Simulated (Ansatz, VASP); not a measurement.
# Ti: VASP beside Ansatz

File INCAR:

```
SYSTEM = Ti
ALGO     = Normal         ! electronic algorithm
EDIFF    = 1E-6           ! SCF threshold, eV
ENCUT    = 520            ! plane-wave cutoff, eV
GGA      = PE             ! functional
ISIF     = 2              ! what is computed and relaxed
ISMEAR   = -1             ! smearing method
LASPH    = .True.         ! aspherical terms in the spheres
LCHARG   = .False.        ! write CHGCAR
LREAL    = .False.        ! projectors in reciprocal space
LWAVE    = .False.        ! write WAVECAR
NBANDS   = 19             ! bands
NELM     = 80             ! most SCF steps
PREC     = Accurate       ! precision mode
SIGMA    = 0.08           ! smearing width, eV
```

The input KPOINTS:

```
k-points
0
Gamma
  13 13 7
  0 0 0
```

File POSCAR:

```
Ti
1.0
    2.8897769248      0.0000000000      0.0000000000
   -1.4448884624      2.5026202281      0.0000000000
    0.0000000000      0.0000000000      4.5903405054
Ti
2
Direct
    0.3333333333      0.6666666667      0.2500000000
    0.6666666667      0.3333333333      0.7500000000
```

Input for Ansatz:

```yaml
crystal:
  lattice:
    - [2.8897769248, 0.0, 0.0]
    - [-1.4448884624, 2.5026202281, 0.0]
    - [0.0, 0.0, 4.5903405054]
  atoms:
    - { symbol: Ti, position: [0.3333333333, 0.6666666667, 0.25] }
    - { symbol: Ti, position: [0.6666666667, 0.3333333333, 0.75] }
kpoints:
  mp_grid: { grid: [13, 13, 7] }
  band_path:
    path:
      - [0.0, 0.0, 0.0]
      - [0.5, 0.0, 0.0]
      - [0.3333333333, 0.3333333333, 0.0]
      - [0.0, 0.0, 0.0]
      - [0.0, 0.0, 0.5]
      - [0.5, 0.0, 0.5]
      - [0.3333333333, 0.3333333333, 0.5]
      - [0.0, 0.0, 0.5]
      - [0.5, 0.0, 0.5]
    npoints: 5
scf:
  occupations: { method: fermi_dirac, width: 0.08 }
hamiltonian:
  xc: pbe
  pseudopotentials: { kind: all_electron, lapw: { basis_error: 0.0005 } }
output:
  forces: true
  stress: true
  eigenvalues: true
```

Change from the starting cell: volume scaled by 0.94.

Alike in both runs: task single point; functional PBE; k mesh 13 × 13 × 7; occupations fermi-dirac, width 0.08 eV; no spin polarisation.

|  | VASP | Ansatz |
| --- | --- | --- |
| version | VASP 6.6.1 | Ansatz 0.2.0 |
| potentials or method | VASP PAW PBE potentials, release 64 (Ti_sv), cutoff 520 eV | all-electron LAPW, scalar-relativistic |

```csv
,VASP,Ansatz,Ansatz less VASP
pressure (GPa),5.4,5.7,+0.30
"traceless stress, the component that is largest in VASP (GPa)",-0.13,-0.14,-0.004
```

Ansatz ran all-electron here, and VASP with PAW potentials.
